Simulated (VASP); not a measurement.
Ga: single point with LDA

Crystal: Ga.

```
Ga
1.0
     2.63484    0.00000    0.00000
     0.00000    2.63484    0.00000
     0.00000    0.00000    2.63484
Ga
1
Cartesian
  0.0000 0.0000 0.0000
```

```json
{
 "Program": "VASP 6.6.1",
 "Task": "single point",
 "Functional": "LDA",
 "Potentials or basis": "VASP PAW LDA potentials, release 64 (Ga_d)",
 "Cutoff": "520 eV",
 "k mesh": "12 × 12 × 12",
 "Occupations": "fermi-dirac, width 0.136057 eV",
 "Spin": "no spin polarisation",
 "Dipole correction": "no",
 "Further INCAR settings": "ALGO = Normal; EDIFF = 1e-06; NBANDS = 12"
}
```

The pressure is -0.5 GPa.

Levels at points of the mesh, in eV from the Fermi level:
```csv
k point,band 4,band 5,band 6,band 7,band 8,band 9
"(0.00, 0.00, 0.00)",-14.63,-14.63,-11.16,9.57,9.57,9.57
"(0.50, 0.00, 0.00)",-14.81,-14.62,-6.33,-4.45,13.34,13.34
"(0.50, 0.50, 0.00)",-14.78,-14.47,-1.31,-0.74,-0.74,4.39
"(0.50, 0.50, 0.50)",-14.46,-14.46,2.83,2.83,2.83,4.79
```

Wall time 4.2 s on 1 thread of Intel(R) Xeon(R) 6975P-C (Granite Rapids), with other jobs on the host, peak memory 0.12 GiB.
